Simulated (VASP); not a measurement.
Wanted: the native input for a VASP 6.6.1 run.

```
Task                   : single point
Functional             : RPBE
Potentials or basis    : VASP PAW PBE potentials, release 64 (Al, N)
Cutoff                 : 520 eV
k mesh                 : 10 × 10 × 6
Occupations            : fermi-dirac, width 0.05 eV
Spin                   : no spin polarisation
Dipole correction      : no
Further INCAR settings : ALGO = Normal; EDIFF = 1e-06; NBANDS = 16
```

The structure of AlN lies in POSCAR:

```
AlN
1.0
    3.1490566051      0.0000000000      0.0000000000
   -1.5745283026      2.7271630180      0.0000000000
    0.0000000000      0.0000000000      5.0494960368
Al N
2 2
Direct
    0.6666666667      0.3333333333      0.4992520590
    0.3333333333      0.6666666667     -0.0007479410
    0.6666666667      0.3333333333      0.8807479410
    0.3333333333      0.6666666667      0.3807479410
```

The input as run:

INCAR

```
SYSTEM = AlN
ALGO     = Normal         ! electronic algorithm
EDIFF    = 1E-6           ! SCF threshold, eV
ENCUT    = 520            ! plane-wave cutoff, eV
GGA      = RP             ! functional
ISIF     = 2              ! what is computed and relaxed
ISMEAR   = -1             ! smearing method
LASPH    = .TRUE.         ! aspherical terms in the spheres
LCHARG   = .TRUE.         ! write CHGCAR
LELF     = .TRUE.         ! ELF
LREAL    = .FALSE.        ! projectors in reciprocal space
LVHAR    = .TRUE.       
LWAVE    = .FALSE.        ! write WAVECAR
NBANDS   = 16             ! bands
NELM     = 100            ! most SCF steps
PREC     = Accurate       ! precision mode
SIGMA    = 0.05           ! smearing width, eV
```

KPOINTS

```
k-points
0
G
  10 10 6
  0 0 0
```

Potentials or basis: VASP PAW PBE potentials, release 64 (Al, N).

Launch:

```console
$ cat potpaw_PBE.64/Al/POTCAR potpaw_PBE.64/N/POTCAR > POTCAR
$ mpirun -np 1 vasp_std > vasp.out
```

It gave:

```json
{
 "Pressure": "-0.6 GPa",
 "Band gap on the k mesh": "3.93 eV"
}
```

Caveat: the PAW data sets were made with another functional, which shifts forces and pressure a little.

Wall time 65 s on 1 thread of AMD EPYC 7R13, with other jobs on the host, peak memory 0.14 GiB.
